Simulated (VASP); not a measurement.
# BaTe (Fm-3m) in VASP: a series of runs

Runs on BaTe. Level: PBEsol. Tasks: relaxation of cell and atoms.

All numbers are computed with VASP 6.6.1; they aren't measurements. Logs are shortened: lines on timing, memory, paths and dates and some standing lists are left out, and cuts for length are marked.

**1. The cell of the first run**

It takes space group Fm-3m (No. 225, cubic). Conventional cell: a = 6.943 Å, b = 6.943 Å, c = 6.943 Å, α = 90.00°, β = 90.00°, γ = 90.00°. Within 4.6 Å of Ba (site symmetry m-3m) lie 6 Te at 3.47 Å. Within 4.6 Å of Te (site symmetry m-3m) lie 6 Ba at 3.47 Å.

**2. Relaxation of cell and atoms, PBEsol, target pressure 2 GPa, at which the enthalpy is minimised**

INCAR reads:

```
PREC = Accurate ; ENCUT = 600
EDIFF = 1E-6 ; ISMEAR = 0
SIGMA = 0.01 ; LREAL = F
LASPH = T ; NELM = 100
ALGO = Normal ; ISIF = 3
LWAVE = F ; LCHARG = F
GGA = PS ; IBRION = 2
NSW = 100 ; EDIFFG = -0.002
PSTRESS = 20.0
```

KPOINTS reads:

```
Automatic mesh
0
Gamma
  6 6 6
```

POSCAR reads:

```
BaTe
1.0
    0.0000000000      3.4713686740      3.4713686740
    3.4713686740      0.0000000000      3.4713686740
    3.4713686740      3.4713686740      0.0000000000
Ba Te
1 1
Direct
    0.0000000000      0.0000000000      0.0000000000
    0.5000000000      0.5000000000      0.5000000000
```

Potentials or basis: VASP PAW PBE potentials, release 64 (Ba_sv, Te).

Command:

```
$ cat potpaw_PBE.64/Ba_sv/POTCAR potpaw_PBE.64/Te/POTCAR > POTCAR
$ mpirun -np 1 vasp_std > vasp.out
```

OUTCAR:

```text
PREC = Accurate
   ENCUT = 600
   EDIFF = 1E-6
   ISMEAR = 0
   LREAL = F
   LASPH = T
   NELM = 100
   ISIF = 3
   GGA = PS
   IBRION = 2
   NSW = 100
   EDIFFG = -0.002
   PSTRESS = 20.0

 ion  position               nearest neighbor table
   1  0.000  0.000  0.000-   2 3.47   2 3.47   2 3.47   2 3.47   2 3.47   2 3.47
   2  0.500  0.500  0.500-   1 3.47   1 3.47   1 3.47   1 3.47   1 3.47   1 3.47

  LATTYP: Found a face centered cubic cell.
 ALAT       =     6.9427373480

  Lattice vectors:

 A1 = (   0.0000000000,   3.4713686740,   3.4713686740)
 A2 = (   3.4713686740,   0.0000000000,   3.4713686740)
 A3 = (   3.4713686740,   3.4713686740,   0.0000000000)

Analysis of symmetry for initial positions (statically):
=====================================================================
 Subroutine PRICEL returns:
 Original cell was already a primitive cell.

 Routine SETGRP: Setting up the symmetry group for a
 face centered cubic supercell.

 Subroutine GETGRP returns: Found 48 space group operations
[... 9 lines left out ...]

 Routine SETGRP: Setting up the symmetry group for a
 face centered cubic supercell.

 Subroutine GETGRP returns: Found 48 space group operations
[... 11 lines left out ...]
                                     Primitive cell

  volume of cell :      83.6628

  direct lattice vectors                    reciprocal lattice vectors
     0.000000000  3.471368674  3.471368674    -0.144035407  0.144035407  0.144035407
     3.471368674  0.000000000  3.471368674     0.144035407 -0.144035407  0.144035407
     3.471368674  3.471368674  0.000000000     0.144035407  0.144035407 -0.144035407

  length of vectors
     4.909256659  4.909256659  4.909256659     0.249476643  0.249476643  0.249476643

  position of ions in fractional coordinates (direct lattice)
[... 8 lines left out ...]
----------------------------------------------------------------------------------------

 KPOINTS: Automatic mesh

Automatic generation of k-mesh.
 Grid dimensions read from file:
 generate k-points for:    6    6    6

 Generating k-lattice:

  Cartesian coordinates                     Fractional coordinates (reciprocal lattice)
    -0.024005901  0.024005901  0.024005901     0.166666667  0.000000000  0.000000000
     0.024005901 -0.024005901  0.024005901     0.000000000  0.166666667  0.000000000
     0.024005901  0.024005901 -0.024005901     0.000000000  0.000000000  0.166666667

  Length of vectors
     0.041579441  0.041579441  0.041579441

  Shift w.r.t. Gamma in fractional coordinates (k-lattice)
     0.000000000  0.000000000  0.000000000

 Subroutine IBZKPT returns following result:
 ===========================================

 Found     16 irreducible k-points:

 Following reciprocal coordinates:
            Coordinates               Weight
  0.000000  0.000000  0.000000      1.000000
  0.166667  0.000000  0.000000      8.000000
  0.333333  0.000000  0.000000      8.000000
  0.500000  0.000000  0.000000      4.000000
  0.166667  0.166667  0.000000      6.000000
  0.333333  0.166667  0.000000     24.000000
[... 8 lines left out ...]
 -0.333333  0.333333  0.166667     24.000000
 -0.333333  0.500000  0.166667     12.000000
   k-points           NKPTS =     16   k-points in BZ     NKDIM =     16   number of bands    NBANDS=     12
   number of dos      NEDOS =    301   number of ions     NIONS =      2
   total plane-waves  NPLWV =  64000
   dimension x,y,z NGX =    40 NGY =   40 NGZ =   40
   dimension x,y,z NGXF=    80 NGYF=   80 NGZF=   80
   ions per type =               1   1
   NGX,Y,Z   is equivalent  to a cutoff of  13.55, 13.55, 13.55 a.u.
   NGXF,Y,Z  is equivalent  to a cutoff of  27.09, 27.09, 27.09 a.u.
 SYSTEM =  unknown system
   PREC   = accura    normal or accurate (medium, high low for compatibility)
   ISTART =      0    job   : 0-new  1-cont  2-samecut
   ICHARG =      2    charge: 1-file 2-atom 10-const
   ISPIN  =      1    spin polarized calculation?
   LNONCOLLINEAR =      F non collinear calculations
   LSORBIT =      F    spin-orbit coupling
   LASPH  =      T    aspherical Exc in radial PAW
   ENCUT  =  600.0 eV  44.10 Ry    6.64 a.u.   9.81  9.81  9.81*2*pi/ulx,y,z
   NELM   =    100;   NELMIN=  2; NELMDL= -5     # of ELM steps
   EDIFF  = 0.1E-05   stopping-criterion for ELM
   LREAL  =      F    real-space projection
   EDIFFG = -.2E-02   stopping-criterion for IOM
   NSW    =    100    number of steps for IOM
   IBRION =      2    ionic relax: 0-MD 1-quasi-New 2-CG
   NFREE  =      1    steps in history (QN), initial steepest desc. (CG)
   ISIF   =      3    stress and relaxation
   ISYM   =      2    0-nonsym 1-usesym 2-fastsym
   POTIM  = 0.5000    time-step for ionic-motion
   TEBEG  =    0.0;   TEEND  =   0.0 temperature during run
   PSTRESS=   20.0 pullay stress
   NELECT =      16.0000    total number of electrons
   NUPDOWN=      -1.0000    fix difference up-down
   EMIN   =  10.00;   EMAX   =-10.00  energy-range for DOS
   EFERMI =   0.00;   METHOD = LEGACY
   ISMEAR =     0;   SIGMA  =   0.01  broadening in eV -4-tet -1-fermi 0-gaus
   EFERMI_NEDOS =   21; number of points for ismear=-14 and -15
   IALGO  =     38    algorithm
   IMIX   =      4    mixing-type and parameters
     AMIX     =   0.40;   BMIX     =  1.00
     AMIX_MAG =   1.60;   BMIX_MAG =  1.00
  volume/ion in A,a.u.               =      41.83       282.29
  Fermi-wavevector in a.u.,A,eV,Ry     =   0.943201  1.782391 12.104116  0.889627
  Thomas-Fermi vector in A             =   2.070885
   LORBIT       =      0    0 simple, 1 ext, 2 COOP (PROOUT), +10 PAW based schemes
   GGA     = PS    functional components
   LHFCALC =     F    Hartree Fock is set to
   AEXX    =    0.0000 exact exchange contribution
   IVDW    =     0    specifies the selected vdW correction
   LEPSILON=     F    determine dielectric tensor
   LRPA    =     F    only Hartree local field effects (RPA)
 conjugate gradient relaxation of ions
 non-spin polarized calculation
 Gauss-broadening in eV      SIGMA  =   0.01
  energy-cutoff  :      600.00
  volume of cell :       83.66
 maximum number of plane-waves:      2806
   NGX = 19   NGY = 19   NGZ = 19

--------------------------------------- Ionic step        1  -------------------------------------------

 number of electron      16.0000000 magnetization

 Free energy of the ion-electron system (eV)
  ---------------------------------------------------
  ext. energy  EPLUGINS =         0.00000000
  ---------------------------------------------------
  free energy    TOTEN  =        -9.19019545 eV

  energy without entropy =       -9.19019545  energy(sigma->0) =       -9.19019545

------------------------ aborting loop because EDIFF is reached ----------------------------------------

  FORCE on cell =-STRESS in cart. coord.  units (eV):
  Direction    XX          YY          ZZ          XY          YZ          ZX
  --------------------------------------------------------------------------------------
  -------------------------------------------------------------------------------------
  Total        0.1954884      0.1954884      0.1954884      0.0000000      0.0000000      0.0000000
  in kB        3.7436858      3.7436858      3.7436858      0.0000000      0.0000000      0.0000000
  external PRESSURE =     -16.2563142 kB  Pullay stress =      20.0000000 kB

 VOLUME and BASIS-vectors are now :
 -----------------------------------------------------------------------------
  energy-cutoff  :      600.00
  volume of cell :       83.66
      direct lattice vectors                 reciprocal lattice vectors
     0.000000000  3.471368674  3.471368674    -0.144035407  0.144035407  0.144035407
     3.471368674  0.000000000  3.471368674     0.144035407 -0.144035407  0.144035407
     3.471368674  3.471368674  0.000000000     0.144035407  0.144035407 -0.144035407

 POSITION                                       TOTAL-FORCE (eV/Angst)
 -----------------------------------------------------------------------------------
      0.00000      0.00000      0.00000         0.000000      0.000000      0.000000
      3.47137      3.47137      3.47137        -0.000000     -0.000000     -0.000000
 -----------------------------------------------------------------------------------
    total drift:                                0.000000     -0.000000     -0.000000

  FREE ENERGIE OF THE ION-ELECTRON SYSTEM (eV)
  ---------------------------------------------------
  free  energy   TOTEN  =        -9.1901954502 eV
[... 19 lines left out ...]
 VOLUME and BASIS-vectors are now :
 -----------------------------------------------------------------------------
  energy-cutoff  :      600.00
  volume of cell :       78.63
      direct lattice vectors                 reciprocal lattice vectors
     0.000000000  3.400288962  3.400288962    -0.147046326  0.147046326  0.147046326
     3.400288962  0.000000000  3.400288962     0.147046326 -0.147046326  0.147046326
     3.400288962  3.400288962  0.000000000     0.147046326  0.147046326 -0.147046326

 POSITION                                       TOTAL-FORCE (eV/Angst)
 -----------------------------------------------------------------------------------
      0.00000      0.00000      0.00000         0.000000     -0.000000      0.000000
      3.40029      3.40029      3.40029        -0.000000      0.000000     -0.000000
 -----------------------------------------------------------------------------------
    total drift:                                0.000000     -0.000000     -0.000000

  FREE ENERGIE OF THE ION-ELECTRON SYSTEM (eV)
  ---------------------------------------------------
  free  energy   TOTEN  =        -9.1432661466 eV

  energy  without entropy=       -9.1432661466  energy(sigma->0) =       -9.14326615

  enthalpy is  TOTEN    =        -8.1617512710 eV   P V=        0.9815148756

--------------------------------------- Ionic step        3  -------------------------------------------

 number of electron      16.0000000 magnetization

 Free energy of the ion-electron system (eV)
  ---------------------------------------------------
  ext. energy  EPLUGINS =         0.00000000
  ---------------------------------------------------
  free energy    TOTEN  =        -9.16405593 eV

  energy without entropy =       -9.16405593  energy(sigma->0) =       -9.16405593

 E-fermi :   2.7251     XC(G=0):  -8.6906

 val. band max:        2.6072754374   @ k =   0.0000   0.0000   0.0000
 cond. band min:       3.8685512848   @ k =   0.5000   0.5000   0.0000
 fundamental gap:      1.2612758474
 Fermi energy:         2.7250949630

 k-point     1 :       0.0000    0.0000    0.0000
  band No.  band energies     occupation
      1     -24.2069      2.00000
      2      -9.3644      2.00000
      3      -9.3644      2.00000
      4      -9.3644      2.00000
      5      -7.1343      2.00000
      6       2.6073      2.00000
      7       2.6073      2.00000
      8       2.6073      2.00000
      9       5.4145      0.00000
     10       5.4145      0.00000
     11       5.4145      0.00000
     12       5.6352      0.00000

 k-point     2 :       0.1667    0.0000    0.0000
  band No.  band energies     occupation
      1     -24.2020      2.00000
      2      -9.5484      2.00000
      3      -9.3679      2.00000
      4      -9.3679      2.00000
      5      -6.8658      2.00000
      6       1.7117      2.00000
      7       2.1623      2.00000
      8       2.1623      2.00000
      9       5.4837      0.00000
     10       5.7826      0.00000
     11       5.7826      0.00000
     12       6.7809      0.00000
[... 221 lines left out ...]
 VOLUME and BASIS-vectors are now :
 -----------------------------------------------------------------------------
  energy-cutoff  :      600.00
  volume of cell :       80.03
      direct lattice vectors                 reciprocal lattice vectors
     0.000000000  3.420444747  3.420444747    -0.146179821  0.146179821  0.146179821
     3.420444747  0.000000000  3.420444747     0.146179821 -0.146179821  0.146179821
     3.420444747  3.420444747  0.000000000     0.146179821  0.146179821 -0.146179821

 POSITION                                       TOTAL-FORCE (eV/Angst)
 -----------------------------------------------------------------------------------
      0.00000      0.00000      0.00000         0.000000     -0.000000      0.000000
      3.42044      3.42044      3.42044        -0.000000      0.000000     -0.000000
 -----------------------------------------------------------------------------------
    total drift:                                0.000000     -0.000000     -0.000000

  FREE ENERGIE OF THE ION-ELECTRON SYSTEM (eV)
  ---------------------------------------------------
  free  energy   TOTEN  =        -9.1640559347 eV

  energy  without entropy=       -9.1640559347  energy(sigma->0) =       -9.16405593

  enthalpy is  TOTEN    =        -8.1649831081 eV   P V=        0.9990728266

 reached required accuracy - stopping structural energy minimisation
```

It took 27 s on 1 thread of Intel Xeon 6975P-C (Granite Rapids), shared host; peak memory 0.24 GiB.

Results:

```
Free energy                                            : -9.1641 eV
Relaxed volume                                         : 40.02 Å³/atom
Relaxed cell                                           : a = 4.837 Å, b = 4.837 Å, c = 4.837 Å, α = 60.00°, β = 60.00°, γ = 60.00°
Space group after relaxing (to 0.05 Å)                 : Fm-3m (No. 225)
Energy change on relaxing (the enthalpy is what falls) : +13.1 meV/atom
Ionic steps                                            : 3
Pressure after relaxing                                : 2.0 GPa
Band gap on the k mesh                                 : 1.26 eV, indirect (least direct gap 1.65 eV)
```

Step by step:
| step | energy change (eV) | largest force (eV/Å) | pressure (GPa) | volume (Å³) |
| --- | --- | --- | --- | --- |
| 1 | 0.0000 | 0.0000 | 0.37 | 83.66 |
| 2 | 0.0469 | 0.0000 | 2.75 | 78.63 |
| 3 | 0.0261 | 0.0000 | 2.00 | 80.03 |

Final structure:
```
Ba Te
1.0
     0.00000    3.42044    3.42044
     3.42044    0.00000    3.42044
     3.42044    3.42044    0.00000
Ba Te
1 1
Direct
  0.00000 0.00000 0.00000
  0.50000 0.50000 0.50000
```

Caveat: the cell is relaxed towards a set pressure, so the enthalpy falls and the energy may rise; the PAW data sets were made with another functional, which shifts forces and pressure a little; spin-orbit coupling is left out, which moves the levels of the heavy elements.

**3. Relaxation of cell and atoms, PBEsol, target pressure 4 GPa, at which the enthalpy is minimised**

INCAR reads:

```
SYSTEM = BaTe
ALGO = Normal
EDIFF = 1E-7
EDIFFG = -0.002
ENCUT = 600
GGA = PS
IBRION = 2
ISIF = 3
ISMEAR = 0
LASPH = .True.
LCHARG = .False.
LREAL = .False.
LWAVE = .False.
NELM = 100
NSW = 100
PREC = Accurate
PSTRESS = 40.0
SIGMA = 0.01
```

KPOINTS reads:

```
k-points
0
Gamma
  6 6 6
  0 0 0
```

POSCAR is that of step 2.

Potentials or basis: VASP PAW PBE potentials, release 64 (Ba_sv, Te).

Command:

```
$ cat potpaw_PBE.64/Ba_sv/POTCAR potpaw_PBE.64/Te/POTCAR > POTCAR
$ mpirun -np 1 vasp_std > vasp.out
```

Run time: 54 s. Hardware: 1 thread of Intel Xeon 6975P-C (Granite Rapids), shared host; peak memory 0.24 GiB.

The run converged. Its results:

```yaml
Free_energy: -9.0989 eV
Relaxed_volume: 38.26 Å³/atom
Relaxed_cell: a = 4.765 Å, b = 4.765 Å, c = 4.765 Å, α = 60.00°, β = 60.00°, γ = 60.00°
Space_group_after_relaxing_to_0.05_Å: Fm-3m (No. 225)
Energy_change_on_relaxing_the_enthalpy_is_what_falls: +45.6 meV/atom
Ionic_steps: 6
Pressure_after_relaxing: 4.0 GPa
Band_gap_on_the_k_mesh: 1.14 eV, indirect (least direct gap 1.51 eV)
```

The path:
| step | energy change (eV) | largest force (eV/Å) | pressure (GPa) | volume (Å³) |
| --- | --- | --- | --- | --- |
| 1 | 0.0000 | 0.0000 | 0.37 | 83.66 |
| 2 | 0.2175 | 0.0000 | 6.74 | 72.71 |
| 3 | 0.0908 | 0.0000 | 3.99 | 76.53 |
| 4 | 0.0943 | 0.0000 | 4.08 | 76.39 |
| 5 | 0.0895 | 0.0000 | 3.96 | 76.58 |
| 6 | 0.0913 | 0.0000 | 4.00 | 76.51 |

Final structure:
```cif
data_structure
_symmetry_space_group_name_H-M 'P 1'
_symmetry_Int_Tables_number 1
_cell_length_a 4.7652
_cell_length_b 4.7652
_cell_length_c 4.7652
_cell_angle_alpha 60.000
_cell_angle_beta 60.000
_cell_angle_gamma 60.000
_cell_volume 76.51
loop_
_atom_site_label
_atom_site_type_symbol
_atom_site_fract_x
_atom_site_fract_y
_atom_site_fract_z
_atom_site_occupancy
Ba1 Ba 0.00000 0.00000 0.00000 1
Te1 Te 0.50000 0.50000 0.50000 1
```

Levels at points of the mesh, in eV from the valence-band top:
```csv
k point,band 5,band 6,band 7,band 8,band 9,band 10,band 11,band 12
"(0.00, 0.00, 0.00)",-9.86,0.00,0.00,0.00,2.76,2.76,2.76,3.22
"(0.50, 0.00, 0.00)",-8.71,-2.62,-1.40,-1.40,4.22,4.96,5.07,5.07
"(0.50, 0.50, 0.00)",-9.62,-1.17,-0.38,-0.38,1.14,4.58,5.05,6.10
```

Caveat: the cell is relaxed towards a set pressure, so the enthalpy falls and the energy may rise; the PAW data sets were made with another functional, which shifts forces and pressure a little; spin-orbit coupling is left out, which moves the levels of the heavy elements. A k mesh can miss the band edges.
